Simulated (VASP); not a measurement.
# LiF: single point with PBE

Crystal: LiF.

```
CELL_PARAMETERS angstrom
4.55071 0.00000 0.00000
-2.27536 3.94103 0.00000
0.00000 0.00000 2.68375
ATOMIC_POSITIONS crystal
Li 0.62265 0.62265 0.00000
Li 0.37735 0.00000 0.33333
Li 0.00000 0.37735 0.66667
F 0.00000 0.62265 0.16667
F 0.37735 0.37735 0.50000
F 0.62265 0.00000 0.83333
```

The cell was built from a structure type or drawn by symmetry, and may not be a known phase.

* Program: VASP 6.6.1
* Task: single point
* Functional: PBE
* Potentials or basis: VASP PAW PBE potentials, release 64 (Li_sv, F)
* Cutoff: 520 eV
* k mesh: 6 × 6 × 6
* Occupations: gaussian, width 0.1 eV
* Spin: no spin polarisation
* Dipole correction: no
* Further INCAR settings: ALGO = Normal; EDIFF = 1e-07; NBANDS = 24

```yaml
Largest_force: 0.753 eV/Å
Band_gap_on_the_k_mesh: 8.73 eV (least direct gap 8.75 eV)
```

Forces in eV/Å, atoms in the order of the input:
```
Li   0.192  0.333  0.000
Li  -0.385  0.000  0.000
Li   0.192 -0.333  0.000
F   -0.376  0.652  0.000
F   -0.376 -0.652  0.000
F    0.753  0.000  0.000
```

Levels at points of the mesh, in eV from the valence-band top:
| k point | band 12 | band 13 | band 14 | band 15 | band 16 | band 17 | band 18 | band 19 |
| --- | --- | --- | --- | --- | --- | --- | --- | --- |
| (0.00, 0.00, 0.00) | -0.45 | -0.07 | -0.07 | -0.02 | 8.73 | 13.80 | 14.66 | 14.66 |
| (0.50, 0.00, 0.00) | -0.56 | -0.20 | -0.14 | -0.11 | 10.07 | 11.90 | 12.52 | 16.00 |
| (0.00, 0.00, 0.50) | -1.52 | -0.74 | -0.74 | 0.00 | 11.76 | 11.76 | 15.45 | 15.45 |
| (0.50, 0.00, 0.50) | -1.01 | -0.86 | -0.59 | -0.21 | 12.27 | 12.87 | 13.66 | 14.74 |

Wall time 14 s on 1 thread of Intel(R) Xeon(R) 6975P-C (Granite Rapids), on a shared host, peak memory 0.17 GiB.

 A k mesh can miss the band edges.
